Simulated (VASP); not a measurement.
# Ag2Rh (P6_3/mmc) in VASP: a series of runs

The runs below take Ag2Rh through single point, relaxation of cell and atoms, with PBE.

Program: VASP 6.6.1. These are calculated values, not measurements. Logs are shortened: lines on timing, memory, paths and dates and some standing lists are left out, and cuts for length are marked.

**1. The cell of the first run**

It takes space group P6_3/mmc (No. 194, hexagonal). Conventional cell: a = 3.071 Å, b = 3.071 Å, c = 11.945 Å, α = 90.00°, β = 90.00°, γ = 120.00°. Ag (site symmetry 3m) has 3 Rh at 2.30 Å and 7 Ag at 2.93 to 3.07 Å within 3.1 Å. Within 3.1 Å of Rh (site symmetry -6m2) lie 6 Ag at 2.30 Å and 6 Rh at 3.07 Å.

**2. Single point, PBE**

INCAR reads:

```
  PREC = Accurate
  ENCUT = 520
  EDIFF = 1E-6
  ISMEAR = 0
  SIGMA = 0.1
  LREAL = F
  LASPH = T
  NELM = 60
  ALGO = Fast
  ISIF = 2
  LWAVE = F
  LCHARG = T
  GGA = PE
  LELF = T
  LVHAR = T
  NBANDS = 46
```

KPOINTS reads:

```
Automatic mesh
0
Gamma
  6 6 2
```

POSCAR reads:

```
Ag2Rh
1.0
    3.0710270933      0.0000000000      0.0000000000
   -1.5355135467      2.6595874785      0.0000000000
    0.0000000000      0.0000000000     11.9450360586
Ag Rh
4 2
Direct
    0.3333333333      0.6666666667      0.6275000000
    0.6666666667      0.3333333333      0.1275000000
    0.3333333333      0.6666666667      0.8725000000
    0.6666666667      0.3333333333      0.3725000000
    0.3333333333      0.6666666667      0.2500000000
    0.6666666667      0.3333333333      0.7500000000
```

Potentials or basis: VASP PAW PBE potentials, release 64 (Ag, Rh_pv).

Launch:

```
$ cat potpaw_PBE.64/Ag/POTCAR potpaw_PBE.64/Rh_pv/POTCAR > POTCAR
$ mpirun -np 1 vasp_std > vasp.out
```

OUTCAR:

```text
PREC = Accurate
   ENCUT = 520
   EDIFF = 1E-6
   ISMEAR = 0
   LREAL = F
   LASPH = T
   NELM = 60
   ISIF = 2
   GGA = PE

 ion  position               nearest neighbor table
   1  0.333  0.667  0.627-   6 2.30   6 2.30   6 2.30   3 2.93   4 3.52   4 3.52   4 3.52
   2  0.667  0.333  0.127-   5 2.30   5 2.30   5 2.30   4 2.93   3 3.52   3 3.52   3 3.52
   3  0.333  0.667  0.873-   6 2.30   6 2.30   6 2.30   1 2.93   2 3.52   2 3.52   2 3.52
   4  0.667  0.333  0.373-   5 2.30   5 2.30   5 2.30   2 2.93   1 3.52   1 3.52   1 3.52
   5  0.333  0.667  0.250-   2 2.30   4 2.30   2 2.30   4 2.30   2 2.30   4 2.30
   6  0.667  0.333  0.750-   1 2.30   3 2.30   1 2.30   3 2.30   1 2.30   3 2.30

  LATTYP: Found a hexagonal cell.
 ALAT       =     3.0710270933
 C/A-ratio  =     3.8895899306

  Lattice vectors:

 A1 = (   3.0710270933,   0.0000000000,   0.0000000000)
 A2 = (  -1.5355135467,   2.6595874785,   0.0000000000)
 A3 = (   0.0000000000,   0.0000000000,  11.9450360586)

Analysis of symmetry for initial positions (statically):
=====================================================================
 Subroutine PRICEL returns:
 Original cell was already a primitive cell.

 Routine SETGRP: Setting up the symmetry group for a
 hexagonal supercell.

 Subroutine GETGRP returns: Found 24 space group operations
 (whereof 12 operations were pure point group operations)
 out of a pool of 24 trial point group operations.

The static configuration has the point symmetry D_3d.
 The point group associated with its full space group is D_6h.

Analysis of symmetry for dynamics (positions and initial velocities):
=====================================================================
 Subroutine PRICEL returns:
 Original cell was already a primitive cell.

 Routine SETGRP: Setting up the symmetry group for a
 hexagonal supercell.

 Subroutine GETGRP returns: Found 24 space group operations
 (whereof 12 operations were pure point group operations)
 out of a pool of 24 trial point group operations.

The dynamic configuration has the point symmetry D_3d.
 The point group associated with its full space group is D_6h.

 Subroutine INISYM returns: Found 24 space group operations
 (whereof 12 operations are pure point group operations),
 and found     1 'primitive' translations

----------------------------------------------------------------------------------------

                                     Primitive cell

  volume of cell :      97.5631

  direct lattice vectors                    reciprocal lattice vectors
     3.071027093  0.000000000  0.000000000     0.325623959  0.187999080  0.000000000
    -1.535513547  2.659587479  0.000000000     0.000000000  0.375998161  0.000000000
     0.000000000  0.000000000 11.945036059     0.000000000  0.000000000  0.083716784

  length of vectors
     3.071027093  3.071027093 11.945036059     0.375998161  0.375998161  0.083716784

  position of ions in fractional coordinates (direct lattice)
     0.333333333  0.666666667  0.627500000
     0.666666667  0.333333333  0.127500000
     0.333333333  0.666666667  0.872500000
     0.666666667  0.333333333  0.372500000
     0.333333333  0.666666667  0.250000000
     0.666666667  0.333333333  0.750000000

  ion indices of the primitive-cell ions
   primitive index   ion index
                 1           1
                 2           2
                 3           3
                 4           4
                 5           5
                 6           6

----------------------------------------------------------------------------------------

 KPOINTS: Automatic mesh

Automatic generation of k-mesh.
 Grid dimensions read from file:
 generate k-points for:    6    6    2

 Generating k-lattice:

  Cartesian coordinates                     Fractional coordinates (reciprocal lattice)
     0.054270660  0.031333180  0.000000000     0.166666667 -0.000000000  0.000000000
     0.000000000  0.062666360  0.000000000     0.000000000  0.166666667  0.000000000
     0.000000000  0.000000000  0.041858392     0.000000000  0.000000000  0.500000000

  Length of vectors
     0.062666360  0.062666360  0.041858392

  Shift w.r.t. Gamma in fractional coordinates (k-lattice)
     0.000000000  0.000000000  0.000000000

 Subroutine IBZKPT returns following result:
 ===========================================

 Found     14 irreducible k-points:

 Following reciprocal coordinates:
            Coordinates               Weight
  0.000000  0.000000  0.000000      1.000000
  0.166667  0.000000  0.000000      6.000000
  0.333333 -0.000000  0.000000      6.000000
  0.500000 -0.000000  0.000000      3.000000
  0.166667  0.166667  0.000000      6.000000
  0.333333  0.166667  0.000000     12.000000
  0.333333  0.333333  0.000000      2.000000
  0.000000  0.000000  0.500000      1.000000
  0.166667  0.000000  0.500000      6.000000
  0.333333 -0.000000  0.500000      6.000000
  0.500000 -0.000000  0.500000      3.000000
  0.166667  0.166667  0.500000      6.000000
  0.333333  0.166667  0.500000     12.000000
  0.333333  0.333333  0.500000      2.000000
   k-points           NKPTS =     14   k-points in BZ     NKDIM =     14   number of bands    NBANDS=     46
   number of dos      NEDOS =    301   number of ions     NIONS =      6
   total plane-waves  NPLWV =  51840
   dimension x,y,z NGX =    24 NGY =   24 NGZ =   90
   dimension x,y,z NGXF=    48 NGYF=   48 NGZF=  180
   ions per type =               4   2
   NGX,Y,Z   is equivalent  to a cutoff of  12.99, 12.99, 12.53 a.u.
   NGXF,Y,Z  is equivalent  to a cutoff of  25.98, 25.98, 25.05 a.u.
 SYSTEM =  unknown system
   PREC   = accura    normal or accurate (medium, high low for compatibility)
   ISTART =      0    job   : 0-new  1-cont  2-samecut
   ICHARG =      2    charge: 1-file 2-atom 10-const
   ISPIN  =      1    spin polarized calculation?
   LNONCOLLINEAR =      F non collinear calculations
   LSORBIT =      F    spin-orbit coupling
   LASPH  =      T    aspherical Exc in radial PAW
   ENCUT  =  520.0 eV  38.22 Ry    6.18 a.u.   5.71  5.71 22.21*2*pi/ulx,y,z
   NELM   =     60;   NELMIN=  2; NELMDL= -5     # of ELM steps
   EDIFF  = 0.1E-05   stopping-criterion for ELM
   LREAL  =      F    real-space projection
   EDIFFG = 0.1E-04   stopping-criterion for IOM
   NSW    =      0    number of steps for IOM
   IBRION =     -1    ionic relax: 0-MD 1-quasi-New 2-CG
   NFREE  =      0    steps in history (QN), initial steepest desc. (CG)
   ISIF   =      2    stress and relaxation
   ISYM   =      2    0-nonsym 1-usesym 2-fastsym
   POTIM  = 0.5000    time-step for ionic-motion
   TEBEG  =    0.0;   TEEND  =   0.0 temperature during run
   PSTRESS=    0.0 pullay stress
   NELECT =      74.0000    total number of electrons
   NUPDOWN=      -1.0000    fix difference up-down
   EMIN   =  10.00;   EMAX   =-10.00  energy-range for DOS
   EFERMI =   0.00;   METHOD = LEGACY
   ISMEAR =     0;   SIGMA  =   0.10  broadening in eV -4-tet -1-fermi 0-gaus
   EFERMI_NEDOS =   21; number of points for ismear=-14 and -15
   IALGO  =     68    algorithm
   IMIX   =      4    mixing-type and parameters
     AMIX     =   0.40;   BMIX     =  1.00
     AMIX_MAG =   1.60;   BMIX_MAG =  1.00
  volume/ion in A,a.u.               =      16.26       109.73
  Fermi-wavevector in a.u.,A,eV,Ry     =   1.492990  2.821342 30.327652  2.229020
  Thomas-Fermi vector in A             =   2.605448
   LORBIT       =      0    0 simple, 1 ext, 2 COOP (PROOUT), +10 PAW based schemes
   GGA     = PE    functional components
   LHFCALC =     F    Hartree Fock is set to
   AEXX    =    0.0000 exact exchange contribution
   IVDW    =     0    specifies the selected vdW correction
   LEPSILON=     F    determine dielectric tensor
   LRPA    =     F    only Hartree local field effects (RPA)
 non-spin polarized calculation
 RMM-DIIS sequential band-by-band and
 Gauss-broadening in eV      SIGMA  =   0.10
  energy-cutoff  :      520.00
  volume of cell :       97.56
 maximum number of plane-waves:      2644
 NGX is ok and might be reduce to    24
   NGX = 11   NGY = 11   NGZ = 45

 number of electron      74.0000007 magnetization

 Free energy of the ion-electron system (eV)
  ---------------------------------------------------
  ext. energy  EPLUGINS =         0.00000000
  ---------------------------------------------------
  free energy    TOTEN  =       -13.23954544 eV

  energy without entropy =      -13.21427792  energy(sigma->0) =      -13.22691168

 E-fermi :   9.3745     XC(G=0): -12.3011

 val. band max:        9.3458962647   @ k =   0.3333  -0.0000   0.0000
 cond. band min:       9.4031729556   @ k =   0.3333   0.1667   0.0000
 fundamental gap:      0.0572766909
 Fermi energy:         9.3744942589

 k-point     1 :       0.0000    0.0000    0.0000
  band No.  band energies     occupation
      1     -37.0690      2.00000
      2     -37.0690      2.00000
      3     -36.7337      2.00000
      4     -36.7337      2.00000
      5     -36.7337      2.00000
      6     -36.7337      2.00000
[... 38 lines left out ...]
     45      22.8644      0.00000
     46      23.1322      0.00000

 k-point     2 :       0.1667    0.0000    0.0000
  band No.  band energies     occupation
      1     -37.0659      2.00000
      2     -37.0659      2.00000
      3     -36.7696      2.00000
      4     -36.7695      2.00000
      5     -36.7429      2.00000
      6     -36.7429      2.00000
[... 38 lines left out ...]
     45      20.6674      0.00000
     46      21.9297      0.00000

 k-point     3 :       0.3333   -0.0000    0.0000
  band No.  band energies     occupation
      1     -37.0597      2.00000
      2     -37.0597      2.00000
      3     -36.8406      2.00000
      4     -36.8406      2.00000
      5     -36.7613      2.00000
      6     -36.7613      2.00000
[... 528 lines left out ...]
     45      16.0113      0.00000
     46      16.0390      0.00000

 k-point    14 :       0.3333    0.3333    0.5000
  band No.  band energies     occupation
      1     -37.0552      2.00000
      2     -37.0552      2.00000
      3     -36.8379      2.00000
      4     -36.8379      2.00000
      5     -36.8310      2.00000
      6     -36.8310      2.00000
[... 38 lines left out ...]
     45      15.6204      0.00000
     46      15.6205      0.00000

------------------------ aborting loop because EDIFF is reached ----------------------------------------

  FORCE on cell =-STRESS in cart. coord.  units (eV):
  Direction    XX          YY          ZZ          XY          YZ          ZX
  --------------------------------------------------------------------------------------
  -------------------------------------------------------------------------------------
  Total       35.0687712     35.0687712     52.1990984     -0.0000000      0.0000000      0.0000000
  in kB      575.8982224    575.8982224    857.2118998     -0.0000000      0.0000000      0.0000000
  external PRESSURE =     669.6694482 kB  Pullay stress =       0.0000000 kB

 VOLUME and BASIS-vectors are now :
 -----------------------------------------------------------------------------
  energy-cutoff  :      520.00
  volume of cell :       97.56
      direct lattice vectors                 reciprocal lattice vectors
     3.071027093  0.000000000  0.000000000     0.325623959  0.187999080  0.000000000
    -1.535513547  2.659587479  0.000000000     0.000000000  0.375998161  0.000000000
     0.000000000  0.000000000 11.945036059     0.000000000  0.000000000  0.083716784

 POSITION                                       TOTAL-FORCE (eV/Angst)
 -----------------------------------------------------------------------------------
     -0.00000      1.77306      7.49551         0.000000     -0.000000     -9.483602
      1.53551      0.88653      1.52299         0.000000      0.000000     -9.483602
     -0.00000      1.77306     10.42204        -0.000000     -0.000000      9.483602
      1.53551      0.88653      4.44953        -0.000000      0.000000      9.483602
     -0.00000      1.77306      2.98626         0.000000     -0.000000      0.000000
      1.53551      0.88653      8.95878        -0.000000      0.000000      0.000000
 -----------------------------------------------------------------------------------
    total drift:                               -0.000000      0.000000     -0.000000

  FREE ENERGIE OF THE ION-ELECTRON SYSTEM (eV)
  ---------------------------------------------------
  free  energy   TOTEN  =       -13.2395454388 eV

  energy  without entropy=      -13.2142779221  energy(sigma->0) =      -13.22691168
```

Wall time 88 s (1 thread of Intel Xeon Platinum 8259CL at 2.50GHz (Skylake/Cascade Lake), shared host); peak memory 0.24 GiB.

Results:

```yaml
Free_energy: -13.2395 eV
Pressure: 67.0 GPa
Largest_force: 9.484 eV/Å
Band_gap_on_the_k_mesh: zero (bands 37 and 38 overlap by 3.11 eV)
```

Forces on the atoms (eV/Å):
```
Ag   0.000  0.000 -9.484
Ag   0.000  0.000 -9.484
Ag   0.000  0.000  9.484
Ag   0.000  0.000  9.484
Rh   0.000  0.000  0.000
Rh   0.000  0.000  0.000
```

Caveat: the k points lie up to 0.39 Å⁻¹ apart, too coarse for converged energies and pressures of a metal; forces of over 1 eV/Å act on the atoms, so gaps and moduli don't describe the material at rest.

**3. Single point, PBE**

This run uses another cell than the first one, of 16.41 Å³/atom.

INCAR reads:

```
PREC = Accurate
ENCUT = 520
EDIFF = 1E-6
ISMEAR = 0
SIGMA = 0.1
LREAL = False
LASPH = True
NELM = 100
ALGO = Normal
ISIF = 2
LWAVE = False
LCHARG = False
GGA = PE
NBANDS = 46
```

KPOINTS reads:

```
regular mesh
0
Gamma
  6 6 2
```

POSCAR reads:

```
Ag2Rh
1.0
    2.7991521247      0.0000000000      0.0000000000
   -1.3995760624      2.4241368491      0.0000000000
    0.0000000000      0.0000000000     14.5141166157
Ag Rh
4 2
Direct
    0.3333333333      0.6666666667      0.5859551656
    0.6666666667      0.3333333333      0.0859551656
    0.3333333333      0.6666666667      0.9140448344
    0.6666666667      0.3333333333      0.4140448344
    0.3333333333      0.6666666667      0.2500000000
    0.6666666667      0.3333333333      0.7500000000
```

Potentials or basis: VASP PAW PBE potentials, release 64 (Ag, Rh_pv).

Launch:

```
$ cat potpaw_PBE.64/Ag/POTCAR potpaw_PBE.64/Rh_pv/POTCAR > POTCAR
$ mpirun -np 1 vasp_std > vasp.out
```

OUTCAR:

```text
PREC = Accurate
   ENCUT = 520
   EDIFF = 1E-6
   ISMEAR = 0
   LREAL = False
   LASPH = True
   NELM = 100
   ISIF = 2
   GGA = PE

 ion  position               nearest neighbor table
   1  0.333  0.667  0.586-   6 2.88   6 2.88   6 2.88   4 2.97   4 2.97   4 2.97
   2  0.667  0.333  0.086-   5 2.88   5 2.88   5 2.88   3 2.97   3 2.97   3 2.97
   3  0.333  0.667  0.914-   6 2.88   6 2.88   6 2.88   2 2.97   2 2.97   2 2.97
   4  0.667  0.333  0.414-   5 2.88   5 2.88   5 2.88   1 2.97   1 2.97   1 2.97
   5  0.333  0.667  0.250-   2 2.88   4 2.88   2 2.88   4 2.88   2 2.88   4 2.88
[... 884 lines left out ...]
  -------------------------------------------------------------------------------------
  Total       -0.1514235     -0.1514235     -0.0627200      0.0000000     -0.0000000      0.0000000
  in kB       -2.4633697     -2.4633697     -1.0203348      0.0000000     -0.0000000      0.0000000
  external PRESSURE =      -1.9823580 kB  Pullay stress =       0.0000000 kB

 VOLUME and BASIS-vectors are now :
 -----------------------------------------------------------------------------
  energy-cutoff  :      520.00
  volume of cell :       98.49
      direct lattice vectors                 reciprocal lattice vectors
     2.799152125  0.000000000  0.000000000     0.357251037  0.206258983  0.000000000
    -1.399576062  2.424136849  0.000000000     0.000000000  0.412517965  0.000000000
     0.000000000  0.000000000 14.514116616     0.000000000  0.000000000  0.068898440

 POSITION                                       TOTAL-FORCE (eV/Angst)
 -----------------------------------------------------------------------------------
     -0.00000      1.61609      8.50462         0.000000     -0.000000      0.004231
      1.39958      0.80805      1.24756        -0.000000     -0.000000      0.004231
     -0.00000      1.61609     13.26655         0.000000     -0.000000     -0.004231
      1.39958      0.80805      6.00950         0.000000     -0.000000     -0.004231
     -0.00000      1.61609      3.62853        -0.000000      0.000000      0.000000
      1.39958      0.80805     10.88559         0.000000      0.000000      0.000000
 -----------------------------------------------------------------------------------
    total drift:                                0.000000     -0.000000      0.000000

  FREE ENERGIE OF THE ION-ELECTRON SYSTEM (eV)
  ---------------------------------------------------
  free  energy   TOTEN  =       -24.3411812071 eV

  energy  without entropy=      -24.3036523341  energy(sigma->0) =      -24.32241677
```

stdout:

```text
POSCAR found type information on POSCAR AgRh
 POSCAR found :  2 types and       6 ions
 scaLAPACK will be used
 LDA part: xc-table for (Slater+PW92), standard interpolation
 POSCAR, INCAR and KPOINTS ok, starting setup
 FFT: planning ... GRIDC
 FFT: planning ... GRID_SOFT
 FFT: planning ... GRID
 WAVECAR not read
 entering main loop
```

Wall time 74 s (1 thread of Intel Xeon Platinum 8259CL at 2.50GHz (Skylake/Cascade Lake), shared host); peak memory 0.25 GiB.

Results:

```
Free energy            : -24.3412 eV
Pressure               : -0.2 GPa
Largest force          : 0.004 eV/Å
Band gap on the k mesh : zero (bands 37 and 38 overlap by 5.62 eV)
```

Forces in eV/Å, atoms in the order of the input:
```
Ag   0.000  0.000  0.004
Ag   0.000  0.000  0.004
Ag   0.000  0.000 -0.004
Ag   0.000  0.000 -0.004
Rh   0.000  0.000  0.000
Rh   0.000  0.000  0.000
```

Caveat: the k points lie up to 0.43 Å⁻¹ apart, too coarse for converged energies and pressures of a metal.

[end of part 1 of 2]

The gap in the log of VASP goes by the Fermi energy; the results here count the filled bands.